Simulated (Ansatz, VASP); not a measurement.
**MnS: VASP beside Ansatz**

Contents of INCAR:

```
  ALGO = Normal
  EDIFF = 1E-7
  ENCUT = 520
  GGA = PE
  ISIF = 2
  ISMEAR = -1
  ISPIN = 2
  LASPH = True
  LCHARG = False
  LMAXMIX = 4
  LORBIT = 11
  LREAL = False
  LWAVE = False
  MAGMOM = 4 0
  NBANDS = 20
  NELM = 150
  PREC = Accurate
  SIGMA = 0.02
```

File KPOINTS:

```
k-points
0
Gamma
  11 11 11
```

POSCAR

```
MnS
1.0
    0.0000000000      2.6045000000      2.6045000000
    2.6045000000      0.0000000000      2.6045000000
    2.6045000000      2.6045000000      0.0000000000
Mn S
1 1
Direct
    0.0000000000      0.0000000000      0.0000000000
    0.5019197543      0.5019197543      0.4980802457
```

Input for Ansatz:

```yaml
crystal:
  lattice:
    - [0.0, 2.6045, 2.6045]
    - [2.6045, 0.0, 2.6045]
    - [2.6045, 2.6045, 0.0]
  atoms:
    - { symbol: Mn, position: [0.0, 0.0, 0.0], spin: 4.0 }
    - { symbol: S, position: [0.5019197543, 0.5019197543, 0.4980802457] }
magnetization:
  spin_polarized: true
hamiltonian:
  xc: pbe
kpoints:
  mp_grid: { grid: [11, 11, 11] }
scf:
  occupations: { method: fermi_dirac, width: 0.02 }
  convergence: { dr2_threshold: 1.0e-11 }
basis:
  ecutwfc: 600
output:
  forces: true
```

Alike in both runs: task single point; functional PBE; k mesh 11 × 11 × 11; occupations fermi-dirac, width 0.02 eV; collinear spin.

|  | VASP | Ansatz |
| --- | --- | --- |
| version | VASP 6.6.1 | Ansatz 0.2.0 |
| potentials or method | VASP PAW PBE potentials, release 64 (Mn_pv, S), cutoff 520 eV | scalar-relativistic, plane waves, PAW |
| valence electrons in the cell | 19 | 21 |

VASP gave:

```
rms of the force components (eV/Å)                            : 0.014
net moment per atom (μB)                                      : 2.36
size of the moment on the site where the two differ most (μB) : 4.26
```

Which values does Ansatz return?

rms of the force components (eV/Å): 0.014; net moment per atom (μB): 2.36; size of the moment on the site where the two differ most (μB): 4.21.

Site moments also hang on the region over which each program counts them. Atom by atom the forces differ by 0.000 eV/Å (rms over components). The functional is the same, so the differences come from potentials, cutoffs and numerics. VASP's potentials hold 19 valence electrons a cell and Ansatz's 21, so a difference there can come from the potentials and not from the codes.
